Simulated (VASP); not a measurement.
# TaAs (Fm-3m) in VASP: single point with PBE

Aim: the single point of TaAs with PBE.

Program: VASP 6.6.1. These are calculated values, not measurements. Logs are shortened: lines on timing, memory, paths and dates and some standing lists are left out, and cuts for length are marked.

**1. The cell of the first run**

It takes space group Fm-3m (No. 225, cubic). Conventional cell: a = 5.149 Å, b = 5.149 Å, c = 5.149 Å, α = 90.00°, β = 90.00°, γ = 90.00°. Ta (site symmetry m-3m) has 6 As at 2.57 Å within 3.4 Å. Within 3.4 Å of As (site symmetry m-3m) lie 6 Ta at 2.57 Å.

**2. Single point, PBE**

INCAR reads:

```
PREC = Accurate ; ENCUT = 500
EDIFF = 1E-6 ; ISMEAR = -1
SIGMA = 0.0716 ; LREAL = False
LASPH = True ; NELM = 120
ALGO = Normal ; ISIF = 2
LWAVE = False ; LCHARG = False
GGA = PE ; NBANDS = 15
GGA_COMPAT = False
```

KPOINTS reads:

```
Automatic mesh
0
Gamma
  11 11 11
```

POSCAR reads:

```
TaAs
1.0
    0.0000000000      2.5744790000      2.5744790000
    2.5744790000      0.0000000000      2.5744790000
    2.5744790000      2.5744790000      0.0000000000
Ta As
1 1
Direct
    0.0000000000      0.0000000000      0.0000000000
    0.5000000000      0.5000000000      0.5000000000
```

Potentials or basis: VASP PAW PBE potentials, release 64 (Ta_pv, As).

On the command line:

```
$ cat potpaw_PBE.64/Ta_pv/POTCAR potpaw_PBE.64/As/POTCAR > POTCAR
$ mpirun -np 1 vasp_std > vasp.out
```

OUTCAR:

```text
PREC = Accurate
   ENCUT = 500
   EDIFF = 1E-6
   ISMEAR = -1
   LREAL = False
   LASPH = True
   NELM = 120
   ISIF = 2
   GGA = PE

 ion  position               nearest neighbor table
   1  0.000  0.000  0.000-   2 2.57   2 2.57   2 2.57   2 2.57   2 2.57   2 2.57
   2  0.500  0.500  0.500-   1 2.57   1 2.57   1 2.57   1 2.57   1 2.57   1 2.57

  LATTYP: Found a face centered cubic cell.
 ALAT       =     5.1489580000

  Lattice vectors:

 A1 = (   0.0000000000,   2.5744790000,   2.5744790000)
 A2 = (   2.5744790000,   0.0000000000,   2.5744790000)
 A3 = (   2.5744790000,   2.5744790000,   0.0000000000)

Analysis of symmetry for initial positions (statically):
=====================================================================
 Subroutine PRICEL returns:
 Original cell was already a primitive cell.

 Routine SETGRP: Setting up the symmetry group for a
 face centered cubic supercell.

 Subroutine GETGRP returns: Found 48 space group operations
 (whereof 48 operations were pure point group operations)
 out of a pool of 48 trial point group operations.

The static configuration has the point symmetry O_h .

Analysis of symmetry for dynamics (positions and initial velocities):
=====================================================================
 Subroutine PRICEL returns:
 Original cell was already a primitive cell.

 Routine SETGRP: Setting up the symmetry group for a
 face centered cubic supercell.

 Subroutine GETGRP returns: Found 48 space group operations
 (whereof 48 operations were pure point group operations)
 out of a pool of 48 trial point group operations.

The dynamic configuration has the point symmetry O_h .

 Subroutine INISYM returns: Found 48 space group operations
 (whereof 48 operations are pure point group operations),
 and found     1 'primitive' translations

----------------------------------------------------------------------------------------

                                     Primitive cell

  volume of cell :      34.1270

  direct lattice vectors                    reciprocal lattice vectors
     0.000000000  2.574479000  2.574479000    -0.194214053  0.194214053  0.194214053
     2.574479000  0.000000000  2.574479000     0.194214053 -0.194214053  0.194214053
     2.574479000  2.574479000  0.000000000     0.194214053  0.194214053 -0.194214053

  length of vectors
     3.640863118  3.640863118  3.640863118     0.336388607  0.336388607  0.336388607

  position of ions in fractional coordinates (direct lattice)
     0.000000000  0.000000000  0.000000000
     0.500000000  0.500000000  0.500000000

  ion indices of the primitive-cell ions
   primitive index   ion index
                 1           1
                 2           2

----------------------------------------------------------------------------------------

 KPOINTS: Automatic mesh

Automatic generation of k-mesh.
 Grid dimensions read from file:
 generate k-points for:   11   11   11

 Generating k-lattice:

  Cartesian coordinates                     Fractional coordinates (reciprocal lattice)
    -0.017655823  0.017655823  0.017655823     0.090909091  0.000000000  0.000000000
     0.017655823 -0.017655823  0.017655823     0.000000000  0.090909091  0.000000000
     0.017655823  0.017655823 -0.017655823     0.000000000  0.000000000  0.090909091

  Length of vectors
     0.030580782  0.030580782  0.030580782

  Shift w.r.t. Gamma in fractional coordinates (k-lattice)
     0.000000000  0.000000000  0.000000000

 Subroutine IBZKPT returns following result:
 ===========================================

 Found     56 irreducible k-points:

 Following reciprocal coordinates:
            Coordinates               Weight
  0.000000  0.000000  0.000000      1.000000
  0.090909  0.000000  0.000000      8.000000
  0.181818  0.000000  0.000000      8.000000
  0.272727  0.000000  0.000000      8.000000
  0.363636  0.000000  0.000000      8.000000
  0.454545  0.000000  0.000000      8.000000
[... 16 lines left out ...]
 -0.272727  0.181818  0.000000     24.000000
 -0.181818  0.181818  0.000000     12.000000
 [... further k-points ...]
   k-points           NKPTS =     56   k-points in BZ     NKDIM =     56   number of bands    NBANDS=     15
   number of dos      NEDOS =    301   number of ions     NIONS =      2
   total plane-waves  NPLWV =  21952
   dimension x,y,z NGX =    28 NGY =   28 NGZ =   28
   dimension x,y,z NGXF=    56 NGYF=   56 NGZF=   56
   ions per type =               1   1
   NGX,Y,Z   is equivalent  to a cutoff of  12.79, 12.79, 12.79 a.u.
   NGXF,Y,Z  is equivalent  to a cutoff of  25.57, 25.57, 25.57 a.u.
 SYSTEM =  unknown system
   PREC   = accura    normal or accurate (medium, high low for compatibility)
   ISTART =      0    job   : 0-new  1-cont  2-samecut
   ICHARG =      2    charge: 1-file 2-atom 10-const
   ISPIN  =      1    spin polarized calculation?
   LNONCOLLINEAR =      F non collinear calculations
   LSORBIT =      F    spin-orbit coupling
   LASPH  =      T    aspherical Exc in radial PAW
   ENCUT  =  500.0 eV  36.75 Ry    6.06 a.u.   6.64  6.64  6.64*2*pi/ulx,y,z
   NELM   =    120;   NELMIN=  2; NELMDL= -5     # of ELM steps
   EDIFF  = 0.1E-05   stopping-criterion for ELM
   LREAL  =      F    real-space projection
   EDIFFG = 0.1E-04   stopping-criterion for IOM
   NSW    =      0    number of steps for IOM
   IBRION =     -1    ionic relax: 0-MD 1-quasi-New 2-CG
   NFREE  =      0    steps in history (QN), initial steepest desc. (CG)
   ISIF   =      2    stress and relaxation
   ISYM   =      2    0-nonsym 1-usesym 2-fastsym
   POTIM  = 0.5000    time-step for ionic-motion
   TEBEG  =    0.0;   TEEND  =   0.0 temperature during run
   PSTRESS=    0.0 pullay stress
   NELECT =      16.0000    total number of electrons
   NUPDOWN=      -1.0000    fix difference up-down
   EMIN   =  10.00;   EMAX   =-10.00  energy-range for DOS
   EFERMI =   0.00;   METHOD = LEGACY
   ISMEAR =    -1;   SIGMA  =   0.07  broadening in eV -4-tet -1-fermi 0-gaus
   EFERMI_NEDOS =   21; number of points for ismear=-14 and -15
   IALGO  =     38    algorithm
   IMIX   =      4    mixing-type and parameters
     AMIX     =   0.40;   BMIX     =  1.00
     AMIX_MAG =   1.60;   BMIX_MAG =  1.00
  volume/ion in A,a.u.               =      17.06       115.15
  Fermi-wavevector in a.u.,A,eV,Ry     =   1.271790  2.403335 22.006747  1.617450
  Thomas-Fermi vector in A             =   2.404704
   LORBIT       =      0    0 simple, 1 ext, 2 COOP (PROOUT), +10 PAW based schemes
   GGA     = PE    functional components
   LHFCALC =     F    Hartree Fock is set to
   AEXX    =    0.0000 exact exchange contribution
   IVDW    =     0    specifies the selected vdW correction
   LEPSILON=     F    determine dielectric tensor
   LRPA    =     F    only Hartree local field effects (RPA)
 non-spin polarized calculation
  energy-cutoff  :      500.00
  volume of cell :       34.13
 maximum number of plane-waves:       893
   NGX = 13   NGY = 13   NGZ = 13

 number of electron      16.0000002 magnetization

 Free energy of the ion-electron system (eV)
  ---------------------------------------------------
  ext. energy  EPLUGINS =         0.00000000
  ---------------------------------------------------
  free energy    TOTEN  =       -16.32914909 eV

  energy without entropy =      -16.30403002  energy(sigma->0) =      -16.31658955

 E-fermi :   7.9250     XC(G=0): -11.9826

 val. band max:        7.8772026080   @ k =  -0.2727   0.0909   0.0000
 cond. band min:       7.9260315533   @ k =   0.3636   0.3636   0.0000
 fundamental gap:      0.0488289453
 Fermi energy:         7.9249982458

 k-point     1 :       0.0000    0.0000    0.0000
  band No.  band energies     occupation
      1     -27.5677      2.00000
      2     -27.5677      2.00000
      3     -27.5677      2.00000
      4      -6.8173      2.00000
      5       6.1257      2.00000
      6       6.1257      2.00000
      7       6.1257      2.00000
      8       6.9530      2.00000
      9       6.9530      2.00000
     10       7.5162      1.99340
     11       7.5162      1.99340
     12       7.5162      1.99340
     13      12.3534      0.00000
     14      15.2028      0.00000
     15      20.8334      0.00000

 k-point     2 :       0.0909    0.0000    0.0000
  band No.  band energies     occupation
      1     -27.5816      2.00000
      2     -27.5687      2.00000
      3     -27.5687      2.00000
      4      -6.6653      2.00000
      5       5.3641      2.00000
      6       5.7022      2.00000
      7       5.7022      2.00000
      8       6.4528      2.00000
      9       6.4528      2.00000
     10       7.5894      1.98174
     11       8.7872      0.00001
     12       8.7872      0.00001
     13      13.1003      0.00000
     14      15.5580      0.00000
     15      20.6819      0.00000

 k-point     3 :       0.1818    0.0000    0.0000
  band No.  band energies     occupation
      1     -27.6188      2.00000
      2     -27.5715      2.00000
      3     -27.5715      2.00000
      4      -6.2245      2.00000
      5       3.8495      2.00000
      6       4.6620      2.00000
      7       4.6620      2.00000
      8       6.8121      2.00000
      9       6.8121      2.00000
     10       7.6985      1.91882
     11      10.4771      0.00000
     12      10.4771      0.00000
     13      14.5056      0.00000
     14      16.2543      0.00000
     15      19.1556      0.00000
[... 343 lines left out ...]
 k-point    23 :      -0.2727    0.1818    0.0000
  band No.  band energies     occupation
      1     -27.6887      2.00000
      2     -27.6176      2.00000
      3     -27.5773      2.00000
      4      -4.7481      2.00000
      5       1.1451      2.00000
      6       3.2121      2.00000
      7       3.2503      2.00000
      8       7.6023      1.97819
      9       8.6012      0.00016
     10       9.1942      0.00000
     11      10.5217      0.00000
     12      13.0390      0.00000
     13      15.3817      0.00000
     14      16.4528      0.00000
     15      16.8216      0.00000

 k-point    24 :      -0.1818    0.1818    0.0000
  band No.  band energies     occupation
      1     -27.6601      2.00000
      2     -27.6049      2.00000
      3     -27.5714      2.00000
      4      -5.3844      2.00000
      5       2.1132      2.00000
      6       3.5861      2.00000
      7       3.7133      2.00000
      8       7.0522      1.99999
      9       8.1865      0.05054
     10       9.2626      0.00000
     11       9.4824      0.00000
     12      13.9226      0.00000
     13      14.1393      0.00000
     14      16.5857      0.00000
     15      18.2217      0.00000

 [... further k-points ...]
[... 5 lines left out ...]
  --------------------------------------------------------------------------------------
  -------------------------------------------------------------------------------------
  Total        2.7284650      2.7284650      2.7284650     -0.0000000     -0.0000000      0.0000000
  in kB      128.0946249    128.0946249    128.0946249     -0.0000000     -0.0000000      0.0000000
  external PRESSURE =     128.0946249 kB  Pullay stress =       0.0000000 kB

 VOLUME and BASIS-vectors are now :
 -----------------------------------------------------------------------------
  energy-cutoff  :      500.00
  volume of cell :       34.13
      direct lattice vectors                 reciprocal lattice vectors
     0.000000000  2.574479000  2.574479000    -0.194214053  0.194214053  0.194214053
     2.574479000  0.000000000  2.574479000     0.194214053 -0.194214053  0.194214053
     2.574479000  2.574479000  0.000000000     0.194214053  0.194214053 -0.194214053

 POSITION                                       TOTAL-FORCE (eV/Angst)
 -----------------------------------------------------------------------------------
      0.00000      0.00000      0.00000        -0.000000     -0.000000      0.000000
      2.57448      2.57448      2.57448         0.000000      0.000000     -0.000000
 -----------------------------------------------------------------------------------
    total drift:                               -0.000000      0.000000      0.000000

  FREE ENERGIE OF THE ION-ELECTRON SYSTEM (eV)
  ---------------------------------------------------
  free  energy   TOTEN  =       -16.3291490943 eV

  energy  without entropy=      -16.3040300150  energy(sigma->0) =      -16.31658955
```

Wall time 78 s (1 thread of AMD EPYC 7R43 (Zen 3), shared host); peak memory 0.14 GiB.

What came out:

* Free energy: -16.3291 eV
* Pressure: 12.8 GPa
* Band gap on the k mesh: zero (bands 8 and 9 overlap by 2.29 eV)

Levels at points of the mesh, in eV from the Fermi level:
| k point | band 6 | band 7 | band 8 | band 9 | band 10 | band 11 |
| --- | --- | --- | --- | --- | --- | --- |
| (0.00, 0.00, 0.00) | -1.80 | -1.80 | -0.97 | -0.97 | -0.41 | -0.41 |

Caveat: the cell stands under pressure; spin-orbit coupling is left out, which moves the levels of the heavy elements.
